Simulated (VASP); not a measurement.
# ZnS (I-4m2) in VASP: further runs

ZnS is run at these levels: PBE, r2SCAN; tasks: single point.

Everything below comes from runs of VASP 6.6.1. Logs are shortened: lines on timing, memory, paths and dates and some standing lists are left out, and cuts for length are marked.

## 1. The cell of the first run

The structure is tetragonal, space group I-4m2 (No. 119). The conventional cell has a = 3.810 Å, b = 3.810 Å, c = 5.499 Å, α = 90.00°, β = 90.00°, γ = 90.00°. Within 3.1 Å of Zn (site symmetry -4m2) lie 4 S at 2.35 Å. Within 3.1 Å of S (site symmetry -4m2) lie 4 Zn at 2.35 Å.

## 2. Single point, PBE (uniaxial x strain +2.1%)

The input, INCAR:

```
PREC     = Accurate       # precision mode
ENCUT    = 520            # plane-wave cutoff, eV
EDIFF    = 1E-6           # SCF threshold, eV
ISMEAR   = -1             # smearing method
SIGMA    = 0.02           # smearing width, eV
LREAL    = False          # projectors in reciprocal space
LASPH    = True           # aspherical terms in the spheres
NELM     = 60             # most SCF steps
ALGO     = Normal         # electronic algorithm
ISIF     = 2              # what is computed and relaxed
LWAVE    = False          # write WAVECAR
LCHARG   = False          # write CHGCAR
GGA      = PE             # functional
NBANDS   = 16             # bands
```

The input, KPOINTS:

```
Automatic mesh
0
Gamma
  8 8 8
```

The input, POSCAR:

```
ZnS
1.0
    0.0000000000      2.6940858343      2.6940858343
    2.7495840025      0.0000000000      2.6940858343
    2.7495840025      2.6940858343      0.0000000000
Zn S
1 1
Direct
    0.0000000000      0.0000000000      0.0000000000
    0.2500000000      0.2500000000      0.2500000000
```

Potentials or basis: VASP PAW PBE potentials, release 64 (Zn, S).

On the command line:

```console
$ cat potpaw_PBE.64/Zn/POTCAR potpaw_PBE.64/S/POTCAR > POTCAR
$ mpirun -np 1 vasp_std > vasp.out
```

OUTCAR:

```text
PREC = Accurate
   ENCUT = 520
   EDIFF = 1E-6
   ISMEAR = -1
   LREAL = False
   LASPH = True
   NELM = 60
   ISIF = 2
   GGA = PE

 ion  position               nearest neighbor table
   1  0.000  0.000  0.000-   2 2.35   2 2.35   2 2.35   2 2.35
   2  0.250  0.250  0.250-   1 2.35   1 2.35   1 2.35   1 2.35

  LATTYP: Found a body centered tetragonal cell.
 ALAT       =     3.8100127251
 C/A-ratio  =     1.4433463618

  Lattice vectors:

 A1 = (   2.7495840025,   0.0000000000,   2.6940858343)
 A2 = (   2.7495840025,   0.0000000000,  -2.6940858343)
 A3 = (  -2.7495840025,   2.6940858343,   0.0000000000)

Analysis of symmetry for initial positions (statically):
=====================================================================
 Subroutine PRICEL returns:
 Original cell was already a primitive cell.

 Routine SETGRP: Setting up the symmetry group for a
 body centered tetragonal supercell.

 Subroutine GETGRP returns: Found  8 space group operations
 (whereof  8 operations were pure point group operations)
 out of a pool of 16 trial point group operations.

The static configuration has the point symmetry D_2d.

Analysis of symmetry for dynamics (positions and initial velocities):
=====================================================================
 Subroutine PRICEL returns:
 Original cell was already a primitive cell.

 Routine SETGRP: Setting up the symmetry group for a
 body centered tetragonal supercell.

 Subroutine GETGRP returns: Found  8 space group operations
 (whereof  8 operations were pure point group operations)
 out of a pool of 16 trial point group operations.

The dynamic configuration has the point symmetry D_2d.

 Subroutine INISYM returns: Found  8 space group operations
 (whereof  8 operations are pure point group operations),
 and found     1 'primitive' translations

----------------------------------------------------------------------------------------

                                     Primitive cell

  volume of cell :      39.9135

  direct lattice vectors                    reciprocal lattice vectors
     0.000000000  2.694085834  2.694085834    -0.181845690  0.185591711  0.185591711
     2.749584002  0.000000000  2.694085834     0.181845690 -0.185591711  0.185591711
     2.749584002  2.694085834  0.000000000     0.181845690  0.185591711 -0.185591711

  length of vectors
     3.810012725  3.849455893  3.849455893     0.319306156  0.319306156  0.319306156

  position of ions in fractional coordinates (direct lattice)
     0.000000000  0.000000000  0.000000000
     0.250000000  0.250000000  0.250000000

  ion indices of the primitive-cell ions
   primitive index   ion index
                 1           1
                 2           2

----------------------------------------------------------------------------------------

 KPOINTS: Automatic mesh

Automatic generation of k-mesh.
 Grid dimensions read from file:
 generate k-points for:    8    8    8

 Generating k-lattice:

  Cartesian coordinates                     Fractional coordinates (reciprocal lattice)
    -0.022730711  0.023198964  0.023198964     0.125000000  0.000000000  0.000000000
     0.022730711 -0.023198964  0.023198964     0.000000000  0.125000000  0.000000000
     0.022730711  0.023198964 -0.023198964     0.000000000  0.000000000  0.125000000

  Length of vectors
     0.039913270  0.039913270  0.039913270

  Shift w.r.t. Gamma in fractional coordinates (k-lattice)
     0.000000000  0.000000000  0.000000000

 Subroutine IBZKPT returns following result:
 ===========================================

 Found     59 irreducible k-points:

 Following reciprocal coordinates:
            Coordinates               Weight
  0.000000  0.000000  0.000000      1.000000
  0.125000  0.000000  0.000000      8.000000
  0.250000  0.000000  0.000000      8.000000
  0.375000  0.000000  0.000000      8.000000
  0.500000  0.000000  0.000000      4.000000
  0.125000  0.125000  0.000000      4.000000
[... 16 lines left out ...]
  0.250000  0.125000  0.125000      4.000000
  0.375000  0.125000  0.125000      8.000000
 [... further k-points ...]
   k-points           NKPTS =     59   k-points in BZ     NKDIM =     59   number of bands    NBANDS=     16
   number of dos      NEDOS =    301   number of ions     NIONS =      2
   total plane-waves  NPLWV =  25200
   dimension x,y,z NGX =    28 NGY =   30 NGZ =   30
   dimension x,y,z NGXF=    56 NGYF=   60 NGZF=   60
   ions per type =               1   1
   NGX,Y,Z   is equivalent  to a cutoff of  12.22, 12.96, 12.96 a.u.
   NGXF,Y,Z  is equivalent  to a cutoff of  24.44, 25.91, 25.91 a.u.
 SYSTEM =  unknown system
   PREC   = accura    normal or accurate (medium, high low for compatibility)
   ISTART =      0    job   : 0-new  1-cont  2-samecut
   ICHARG =      2    charge: 1-file 2-atom 10-const
   ISPIN  =      1    spin polarized calculation?
   LNONCOLLINEAR =      F non collinear calculations
[... 27 lines left out ...]
  Thomas-Fermi vector in A             =   2.389187
   LORBIT       =      0    0 simple, 1 ext, 2 COOP (PROOUT), +10 PAW based schemes
   GGA     = PE    functional components
   LHFCALC =     F    Hartree Fock is set to
   AEXX    =    0.0000 exact exchange contribution
   IVDW    =     0    specifies the selected vdW correction
   LEPSILON=     F    determine dielectric tensor
   LRPA    =     F    only Hartree local field effects (RPA)
 non-spin polarized calculation
  energy-cutoff  :      520.00
  volume of cell :       39.91
 maximum number of plane-waves:      1086
   NGX = 15   NGY = 15   NGZ = 15

 number of electron      18.0000000 magnetization

 Free energy of the ion-electron system (eV)
  ---------------------------------------------------
  ext. energy  EPLUGINS =         0.00000000
  ---------------------------------------------------
  free energy    TOTEN  =        -6.84950489 eV

  energy without entropy =       -6.84950489  energy(sigma->0) =       -6.84950489

 E-fermi :   2.4171     XC(G=0):  -9.5762

 val. band max:        2.0236011409   @ k =   0.0000   0.0000   0.0000
 cond. band min:       4.0609920108   @ k =   0.0000   0.0000   0.0000
 fundamental gap:      2.0373908698
 Fermi energy:         2.4171293161

 k-point     1 :       0.0000    0.0000    0.0000
  band No.  band energies     occupation
      1     -11.0596      2.00000
      2      -4.3020      2.00000
      3      -4.2897      2.00000
      4      -4.2897      2.00000
      5      -3.8127      2.00000
      6      -3.8073      2.00000
[... 8 lines left out ...]
     15      13.8253      0.00000
     16      13.9182      0.00000

 k-point     2 :       0.1250    0.0000    0.0000
  band No.  band energies     occupation
      1     -10.9452      2.00000
      2      -4.2937      2.00000
      3      -4.2758      2.00000
      4      -4.2688      2.00000
      5      -3.8136      2.00000
      6      -3.8095      2.00000
[... 8 lines left out ...]
     15      13.2931      0.00000
     16      14.6024      0.00000

 k-point     3 :       0.2500    0.0000    0.0000
  band No.  band energies     occupation
      1     -10.6467      2.00000
      2      -4.2459      2.00000
      3      -4.2308      2.00000
      4      -4.2227      2.00000
      5      -3.8084      2.00000
      6      -3.8083      2.00000
[... 8 lines left out ...]
     15      13.0144      0.00000
     16      14.1920      0.00000

 k-point     4 :       0.3750    0.0000    0.0000
  band No.  band energies     occupation
      1     -10.3085      2.00000
      2      -4.2008      2.00000
      3      -4.1855      2.00000
      4      -4.0252      2.00000
      5      -3.7947      2.00000
      6      -3.7890      2.00000
[... 8 lines left out ...]
     15      14.0284      0.00000
     16      14.1292      0.00000
[... 324 lines left out ...]
 k-point    22 :       0.0000    0.1250    0.1250
  band No.  band energies     occupation
      1     -10.9107      2.00000
      2      -4.3188      2.00000
      3      -4.2511      2.00000
      4      -4.2511      2.00000
      5      -3.8292      2.00000
      6      -3.7974      2.00000
[... 8 lines left out ...]
     15      14.1096      0.00000
     16      15.0347      0.00000

 k-point    23 :       0.2500    0.1250    0.1250
  band No.  band energies     occupation
      1     -10.7657      2.00000
      2      -4.2858      2.00000
      3      -4.2432      2.00000
      4      -4.2363      2.00000
      5      -3.8238      2.00000
      6      -3.7979      2.00000
[... 8 lines left out ...]
     15      13.3841      0.00000
     16      15.6063      0.00000

 k-point    24 :       0.3750    0.1250    0.1250
  band No.  band energies     occupation
      1     -10.4482      2.00000
      2      -4.2160      2.00000
      3      -4.1939      2.00000
      4      -4.1720      2.00000
      5      -3.8253      2.00000
      6      -3.7750      2.00000
[... 8 lines left out ...]
     15      14.3809      0.00000
     16      15.1867      0.00000

 [... further k-points ...]

------------------------ aborting loop because EDIFF is reached ----------------------------------------

  FORCE on cell =-STRESS in cart. coord.  units (eV):
  Direction    XX          YY          ZZ          XY          YZ          ZX
  --------------------------------------------------------------------------------------
  -------------------------------------------------------------------------------------
  Total        0.0764088      0.2902865      0.2902865     -0.0000000      0.0000000      0.0000000
  in kB        3.0671425     11.6524590     11.6524590     -0.0000000      0.0000000      0.0000000
  external PRESSURE =       8.7906869 kB  Pullay stress =       0.0000000 kB

 VOLUME and BASIS-vectors are now :
 -----------------------------------------------------------------------------
  energy-cutoff  :      520.00
  volume of cell :       39.91
      direct lattice vectors                 reciprocal lattice vectors
     0.000000000  2.694085834  2.694085834    -0.181845690  0.185591711  0.185591711
     2.749584002  0.000000000  2.694085834     0.181845690 -0.185591711  0.185591711
     2.749584002  2.694085834  0.000000000     0.181845690  0.185591711 -0.185591711

 POSITION                                       TOTAL-FORCE (eV/Angst)
 -----------------------------------------------------------------------------------
      0.00000      0.00000      0.00000         0.000000     -0.000000     -0.000000
      1.37479      1.34704      1.34704         0.000000      0.000000      0.000000
 -----------------------------------------------------------------------------------
    total drift:                                0.000013      0.000007      0.000007

  FREE ENERGIE OF THE ION-ELECTRON SYSTEM (eV)
  ---------------------------------------------------
  free  energy   TOTEN  =        -6.8495048880 eV

  energy  without entropy=       -6.8495048880  energy(sigma->0) =       -6.84950489
```

Wall time 22 s (1 thread of AMD EPYC 9R45 (Zen 5), shared host); peak memory 0.15 GiB.

Results:

```yaml
Free_energy: -6.8495 eV
Pressure: 0.9 GPa
Band_gap_on_the_k_mesh: 2.04 eV, direct
```

Stress tensor (GPa, compression positive):
```
0.31 0.00 0.00
0.00 1.17 0.00
0.00 0.00 1.17
```

Levels at points of the mesh, in eV from the valence-band top:
```tsv
k point	band 5	band 6	band 7	band 8	band 9	band 10	band 11	band 12	band 13	band 14
(0.00, 0.00, 0.00)	-5.84	-5.83	-0.07	0.00	0.00	2.04	6.38	6.38	6.38	11.53
(0.50, 0.00, 0.00)	-5.80	-5.63	-5.24	-0.93	-0.82	3.26	6.83	7.00	8.81	12.09
(0.50, 0.50, 0.00)	-5.76	-5.61	-4.50	-2.26	-2.21	3.38	3.99	10.94	11.75	11.92
(0.00, 0.50, 0.50)	-5.76	-5.64	-4.62	-2.13	-2.13	3.48	4.18	10.72	11.89	11.89
```

Caveat: the cell differs from its parent crystal (uniaxial x strain +2.1%).

## 3. Single point, PBE (uniaxial z strain +3.3%)

The input, INCAR:

```
  PREC = Accurate
  ENCUT = 520
  EDIFF = 1E-6
  ISMEAR = -1
  SIGMA = 0.02
  LREAL = F
  LASPH = T
  NELM = 60
  ALGO = Normal
  ISIF = 2
  LWAVE = F
  LCHARG = F
  GGA = PE
  NBANDS = 16
```

The input, KPOINTS:

```
regular mesh
0
Gamma
  8 8 8
```

The input, POSCAR:

```
ZnS
1.0
    0.0000000000      2.6940858343      2.7827212583
    2.6940858343      0.0000000000      2.7827212583
    2.6940858343      2.6940858343      0.0000000000
Zn S
1 1
Direct
    0.0000000000      0.0000000000      0.0000000000
    0.2500000000      0.2500000000      0.2500000000
```

Potentials or basis: VASP PAW PBE potentials, release 64 (Zn, S).

On the command line:

```console
$ cat potpaw_PBE.64/Zn/POTCAR potpaw_PBE.64/S/POTCAR > POTCAR
$ mpirun -np 1 vasp_std > vasp.out
```

Wall time 21 s (1 thread of AMD EPYC 9R45 (Zen 5), shared host); peak memory 0.15 GiB.

Results (log left out):

```
Free energy            : -6.8487 eV
Pressure               : 0.0 GPa
Band gap on the k mesh : 1.97 eV, direct
```

Stress tensor (GPa, compression positive):
```
 0.47  0.00  0.00
 0.00  0.47  0.00
 0.00  0.00 -0.93
```

Levels at points of the mesh, in eV from the valence-band top:
```tsv
k point	band 6	band 7	band 8	band 9	band 10	band 11	band 12	band 13
(0.00, 0.00, 0.00)	-5.81	-0.12	0.00	0.00	1.97	6.38	6.38	6.38
(0.50, 0.00, 0.00)	-5.62	-5.17	-0.96	-0.78	3.21	6.78	7.04	8.75
(0.50, 0.50, 0.00)	-5.64	-4.63	-2.06	-2.06	3.53	4.24	10.54	11.81
(0.50, 0.00, 0.50)	-5.59	-4.44	-2.26	-2.19	3.37	3.94	10.88	11.58
```

Caveat: the cell differs from its parent crystal (uniaxial z strain +3.3%).

## 4. Single point, r2SCAN (uniaxial x strain +2.1%)

The input, POSCAR:

```
ZnS
1.0
    0.0000000000      2.6940858343      2.6940858343
    2.7495840025      0.0000000000      2.6940858343
    2.7495840025      2.6940858343      0.0000000000
Zn S
1 1
Direct
    0.0000000000      0.0000000000      0.0000000000
    0.2500000000      0.2500000000      0.2500000000
```

The input, INCAR.step1:

```
ALGO = Normal ; EDIFF = 1E-4
ENCUT = 520 ; GGA = PE
ISMEAR = 0 ; LASPH = True
LCHARG = False ; LREAL = False
LWAVE = True ; NBANDS = 16
NELM = 80 ; PREC = Accurate
SIGMA = 0.01
```

The input, INCAR.step2:

```
ALGO = Normal ; EDIFF = 1E-6
ENCUT = 520 ; ISIF = 2
ISMEAR = 0 ; ISTART = 1
LASPH = True ; LCHARG = True
LELF = True ; LMIXTAU = True
LREAL = False ; LVHAR = True
LWAVE = False ; METAGGA = R2SCAN
NBANDS = 16 ; NELM = 80
PREC = Accurate ; SIGMA = 0.01
```

The input, KPOINTS:

```
k-points
0
Gamma
  8 8 8
```

On the command line:

```console
$ cat potpaw_PBE.64/Zn/POTCAR potpaw_PBE.64/S/POTCAR > POTCAR
$ cp INCAR.step1 INCAR
$ mpirun -np 1 vasp_std > vasp.out
$ cp INCAR.step2 INCAR
$ mpirun -np 1 vasp_std > vasp.out
```

Wall time 83 s (1 thread of AMD EPYC 9R45 (Zen 5), shared host); peak memory 0.16 GiB.

The run converged. Its results:

| Quantity | Value |
| --- | --- |
| Free energy | -18.8613 eV |
| Pressure | -1.5 GPa |
| Band gap on the k mesh | 2.59 eV, direct |

Stress tensor (GPa, compression positive):
```
-2.09  0.00  0.00
 0.00 -1.15  0.00
 0.00  0.00 -1.15
```

Levels at points of the mesh, in eV from the valence-band top:
```csv
k point,band 5,band 6,band 7,band 8,band 9,band 10,band 11,band 12,band 13,band 14
"(0.00, 0.00, 0.00)",-5.95,-5.94,-0.08,0.00,0.00,2.59,6.89,6.89,6.89,12.07
"(0.50, 0.00, 0.00)",-5.92,-5.75,-5.34,-0.95,-0.84,3.76,7.30,7.47,9.35,12.77
"(0.50, 0.50, 0.00)",-5.87,-5.73,-4.55,-2.32,-2.27,3.69,4.39,11.72,12.60,12.76
"(0.00, 0.50, 0.50)",-5.87,-5.76,-4.67,-2.19,-2.19,3.80,4.60,11.49,12.74,12.74
```

Caveat: the cell differs from its parent crystal (uniaxial x strain +2.1%); the PAW data sets were made with another functional, which shifts forces and pressure a little.

## 5. Single point, r2SCAN (uniaxial z strain +3.3%)

The input, POSCAR:

```
ZnS
1.0
    0.0000000000      2.6940858343      2.7827212583
    2.6940858343      0.0000000000      2.7827212583
    2.6940858343      2.6940858343      0.0000000000
Zn S
1 1
Direct
    0.0000000000      0.0000000000      0.0000000000
    0.2500000000      0.2500000000      0.2500000000
```

The input, INCAR.step1:

```
SYSTEM = ZnS
PREC     = Accurate       ! precision mode
ENCUT    = 520            ! plane-wave cutoff, eV
ISMEAR   = 0              ! smearing method
SIGMA    = 0.01           ! smearing width, eV
LREAL    = .FALSE.        ! projectors in reciprocal space
LASPH    = .TRUE.         ! aspherical terms in the spheres
NELM     = 100            ! most SCF steps
NBANDS   = 16             ! bands
GGA      = PE             ! functional
ALGO     = Normal         ! electronic algorithm
EDIFF    = 1E-4           ! SCF threshold, eV
LWAVE    = .TRUE.         ! write WAVECAR
LCHARG   = .FALSE.        ! write CHGCAR
```

The input, INCAR.step2:

```
SYSTEM = ZnS
PREC     = Accurate       ! precision mode
ENCUT    = 520            ! plane-wave cutoff, eV
EDIFF    = 1E-6           ! SCF threshold, eV
ISMEAR   = 0              ! smearing method
SIGMA    = 0.01           ! smearing width, eV
LREAL    = .FALSE.        ! projectors in reciprocal space
LASPH    = .TRUE.         ! aspherical terms in the spheres
NELM     = 100            ! most SCF steps
ALGO     = Normal         ! electronic algorithm
ISIF     = 2              ! what is computed and relaxed
LWAVE    = .FALSE.        ! write WAVECAR
LCHARG   = .FALSE.        ! write CHGCAR
METAGGA  = R2SCAN         ! meta-GGA
LMIXTAU  = .TRUE.       
NBANDS   = 16             ! bands
ISTART   = 1
```

The input, KPOINTS:

```
Automatic mesh
0
G
  8 8 8
  0 0 0
```

On the command line:

```console
$ cat potpaw_PBE.64/Zn/POTCAR potpaw_PBE.64/S/POTCAR > POTCAR
$ cp INCAR.step1 INCAR
$ mpirun -np 1 vasp_std > vasp.out
$ cp INCAR.step2 INCAR
$ mpirun -np 1 vasp_std > vasp.out
```

It took 82 s on 1 thread of AMD EPYC 9R45 (Zen 5), shared host; peak memory 0.16 GiB.

It converged, with:

```
Free energy            : -18.8531 eV
Pressure               : -2.3 GPa
Band gap on the k mesh : 2.52 eV, direct
```

Stress tensor (GPa, compression positive):
```
-1.81  0.00  0.00
 0.00 -1.81  0.00
 0.00  0.00 -3.33
```

Levels at points of the mesh, in eV from the valence-band top:
| k point | band 5 | band 6 | band 7 | band 8 | band 9 | band 10 | band 11 | band 12 | band 13 | band 14 |
| --- | --- | --- | --- | --- | --- | --- | --- | --- | --- | --- |
| (0.00, 0.00, 0.00) | -5.94 | -5.93 | -0.12 | 0.00 | 0.00 | 2.52 | 6.88 | 6.88 | 6.89 | 11.91 |
| (0.50, 0.00, 0.00) | -5.90 | -5.74 | -5.27 | -0.98 | -0.80 | 3.71 | 7.25 | 7.51 | 9.29 | 12.68 |
| (0.50, 0.50, 0.00) | -5.86 | -5.76 | -4.68 | -2.12 | -2.12 | 3.86 | 4.66 | 11.29 | 12.66 | 12.66 |
| (0.50, 0.00, 0.50) | -5.86 | -5.71 | -4.49 | -2.32 | -2.25 | 3.69 | 4.34 | 11.65 | 12.41 | 12.67 |

Caveat: the cell differs from its parent crystal (uniaxial z strain +3.3%); the PAW data sets were made with another functional, which shifts forces and pressure a little.

## 6. The runs side by side

| level | cell | smearing | gap on the mesh (eV) | pressure (GPa) |
| --- | --- | --- | --- | --- |
| PBE | a = 3.810, b = 3.849, c = 3.849 Å, angles 59.3, 60.3, 60.3°, 2 atoms | fermi-dirac 0.02 eV | 2.04 | 0.9 |
| PBE | a = 3.873, b = 3.873, c = 3.810 Å, angles 60.5, 60.5, 58.9°, 2 atoms | fermi-dirac 0.02 eV | 1.97 | 0.0 |
| r2SCAN | a = 3.810, b = 3.849, c = 3.849 Å, angles 59.3, 60.3, 60.3°, 2 atoms | gaussian 0.01 eV | 2.59 | -1.5 |
| r2SCAN | a = 3.873, b = 3.873, c = 3.810 Å, angles 60.5, 60.5, 58.9°, 2 atoms | gaussian 0.01 eV | 2.52 | -2.3 |

Alike in all rows: task single point; potentials or basis VASP PAW PBE potentials, release 64 (Zn, S); no spin polarisation; k mesh 8 × 8 × 8; cutoff (eV) 520.

Caveats: the PAW data sets were made with another functional, which shifts forces and pressure a little (some runs).

Absolute energies hang on the potentials; compare differences alone.
